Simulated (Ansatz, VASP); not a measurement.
# Two plane-wave programs on SnSe

```
Sn Se
1.0
     0.00000    2.97461    2.97461
     2.97461    0.00000    2.97461
     2.97461    2.97461    0.00000
Sn Se
1 1
Direct
  0.00000 0.00000 0.00000
  0.50000 0.50000 0.50000
```

Alike in both runs: functional PBEsol; k mesh 14 × 14 × 14; occupations fermi-dirac, width 0.08 eV; no spin polarisation.

Ansatz relaxed the structure, and its values are those at the end. VASP's run is a single point on that final structure, the one shown.

|  | VASP | Ansatz |
| --- | --- | --- |
| version | VASP 6.6.1 | Ansatz 0.2.0 |
| potentials or method | VASP PAW PBE potentials, release 64 (Sn_d, Se) | PAW with Ansatz's default frozen-core files, scalar-relativistic |
| plane-wave cutoff (eV) | 520 | 420 |
| valence electrons in the cell | 20 | 30 |

```csv
,VASP,Ansatz,Ansatz less VASP
pressure (GPa),0.0,0.0,-0.02
```

VASP's potentials were made for PBE, not for PBEsol. The functional is the same, so the differences come from potentials, cutoffs and numerics. VASP's potentials hold 20 valence electrons a cell and Ansatz's 30, so a difference there can come from the potentials and not from the codes.
